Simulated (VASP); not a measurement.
A run of VASP 6.6.1 is set up as follows.

INCAR

```
PREC     = Accurate       # precision mode
ENCUT    = 520            # plane-wave cutoff, eV
EDIFF    = 1E-6           # SCF threshold, eV
ISMEAR   = -1             # smearing method
SIGMA    = 0.05           # smearing width, eV
LREAL    = F              # projectors in reciprocal space
LASPH    = T              # aspherical terms in the spheres
NELM     = 100            # most SCF steps
ALGO     = Normal         # electronic algorithm
ISIF     = 2              # what is computed and relaxed
LWAVE    = F              # write WAVECAR
LCHARG   = F              # write CHGCAR
GGA      = PE             # functional
NBANDS   = 20             # bands
```

The input KPOINTS:

```
Automatic mesh
0
Gamma
  10 10 10
```

File POSCAR:

```
Tl
1.0
    0.0000000000      3.3049470367      3.3049470367
    3.3049470367      0.0000000000      3.3049470367
    3.3049470367      3.3049470367      0.0000000000
Tl
2
Direct
   -0.1250000000     -0.1250000000     -0.1250000000
    0.1250000000      0.1250000000      0.1250000000
```

Potentials or basis: VASP PAW PBE potentials, release 64 (Tl_d).

Launch:

```sh
$ cat potpaw_PBE.64/Tl_d/POTCAR > POTCAR
$ mpirun -np 1 vasp_std > vasp.out
```

(1) Estimate the band gap on the k mesh.

(2) What does it give for the pressure?

Answers

(1) zero (bands 13 and 14 overlap by 3.93 eV).

(2) 5.5 GPa.

Caveat: the cell stands under pressure; spin-orbit coupling is left out, which moves the levels of the heavy elements.
